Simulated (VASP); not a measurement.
Here is a VASP 6.6.1 calculation.

INCAR

```
PREC = Accurate
ENCUT = 520
EDIFF = 1E-6
ISMEAR = -1
SIGMA = 0.05
LREAL = False
LASPH = True
NELM = 100
ALGO = Normal
ISIF = 2
LWAVE = False
LCHARG = False
GGA = PE
NBANDS = 8
```

KPOINTS

```
regular mesh
0
Gamma
  19 19 17
```

Contents of POSCAR:

```
Al
1.0
    2.3314870980      0.0000000000      0.0000000000
   -1.1657435490      2.0191270555      0.0000000000
    0.0000000000      0.0000000000      2.2820466386
Al
1
Direct
    0.0000000000      0.0000000000      0.0000000000
```

Potentials or basis: VASP PAW PBE potentials, release 64 (Al).

Run with:

```bash
$ cat potpaw_PBE.64/Al/POTCAR > POTCAR
$ mpirun -np 1 vasp_std > vasp.out
```

(1) What does it give for the pressure?

Results:

(1) 110.4 GPa.
